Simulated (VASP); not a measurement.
Write the native input for VASP 6.6.1 that does the following.

```yaml
Task: single point
Functional: PBEsol
Potentials_or_basis: VASP PAW PBE potentials, release 64 (Mg, H)
Cutoff: 520 eV
k_mesh: 6 × 6 × 8
Occupations: fermi-dirac, width 0.03 eV
Spin: no spin polarisation
Dipole_correction: no
Further_INCAR_settings: ALGO = Normal; EDIFF = 1e-07; NBANDS = 13
```

The structure of MgH2 lies in POSCAR:

```
MgH2
1.0
    4.4754420956      0.0000000000      0.0000000000
    0.0000000000      4.4754420956      0.0000000000
    0.0000000000      0.0000000000      3.0078147933
Mg H
2 4
Direct
    0.0000000000      0.0000000000      0.0000000000
    0.5000000000      0.5000000000      0.5000000000
    0.3044954640      0.3044954640      0.0000000000
    0.1955045360      0.8044954640      0.5000000000
    0.8044954640      0.1955045360      0.5000000000
    0.6955045360      0.6955045360      0.0000000000
```

One way to write it, as run:

INCAR

```
SYSTEM = MgH2
ALGO = Normal ; EDIFF = 1E-7
ENCUT = 520 ; GGA = PS
ISIF = 2 ; ISMEAR = -1
LASPH = .TRUE. ; LCHARG = .TRUE.
LELF = .TRUE. ; LREAL = .FALSE.
LVHAR = .TRUE. ; LWAVE = .FALSE.
NBANDS = 13 ; NELM = 80
PREC = Accurate ; SIGMA = 0.03
```

KPOINTS

```
k-points
0
G
  6 6 8
  0 0 0
```

Potentials or basis: VASP PAW PBE potentials, release 64 (Mg, H).

The run is started by

```sh
$ cat potpaw_PBE.64/Mg/POTCAR potpaw_PBE.64/H/POTCAR > POTCAR
$ mpirun -np 1 vasp_std > vasp.out
```

It gave:

```json
{
  "Pressure": "-0.2 GPa",
  "Band gap on the k mesh": "3.57 eV, indirect (least direct gap 4.40 eV)"
}
```

Caveat: the PAW data sets were made with another functional, which shifts forces and pressure a little.

Run time: 14 s on 1 thread of Intel(R) Xeon(R) 6975P-C (Granite Rapids) (shared host), peak memory 0.19 GiB.
